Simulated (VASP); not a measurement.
A run of VASP 6.6.1 is set up as follows.

File POSCAR:

```
Rh
1.0
    2.8117889100      0.0000000000      0.0000000000
   -1.4058944550      2.4350806261      0.0000000000
    0.0000000000      0.0000000000      4.5225619099
Rh
2
Direct
    0.6666666667      0.3333333333      0.7500000000
    0.3333333333      0.6666666667      0.2500000000
```

File INCAR.step1:

```
SYSTEM = Rh
PREC = Accurate
ENCUT = 520
ISMEAR = 0
SIGMA = 0.1
LREAL = .False.
LASPH = .True.
NELM = 60
NBANDS = 22
GGA = PE
ALGO = Normal
EDIFF = 1E-4
LWAVE = .True.
LCHARG = .False.
```

File INCAR.step2:

```
SYSTEM = Rh
PREC = Accurate
ENCUT = 520
EDIFF = 1E-7
ISMEAR = 0
SIGMA = 0.1
LREAL = .False.
LASPH = .True.
NELM = 60
ALGO = Normal
ISIF = 2
LWAVE = .False.
LCHARG = .True.
METAGGA = R2SCAN
LMIXTAU = .True.
LELF = .True.
LVHAR = .True.
NBANDS = 22
ISTART = 1
```

File KPOINTS:

```
Automatic mesh
0
Gamma
  24 24 12
  0 0 0
```

Potentials or basis: VASP PAW PBE potentials, release 64 (Rh_pv).

Run with:

```bash
$ cat potpaw_PBE.64/Rh_pv/POTCAR > POTCAR
$ cp INCAR.step1 INCAR
$ mpirun -np 1 vasp_std > vasp.out
$ cp INCAR.step2 INCAR
$ mpirun -np 1 vasp_std > vasp.out
```

(1) What does it give for the band gap on the k mesh?

(2) What does it give for the pressure?

Results:

(1) zero (bands 15 and 16 overlap by 2.02 eV).

(2) -23.5 GPa.

Caveat: the cell differs from its parent crystal (equal strain along all axes, cell held: +4.0 %); the cell stands under tension; the PAW data sets were made with another functional, which shifts forces and pressure a little.
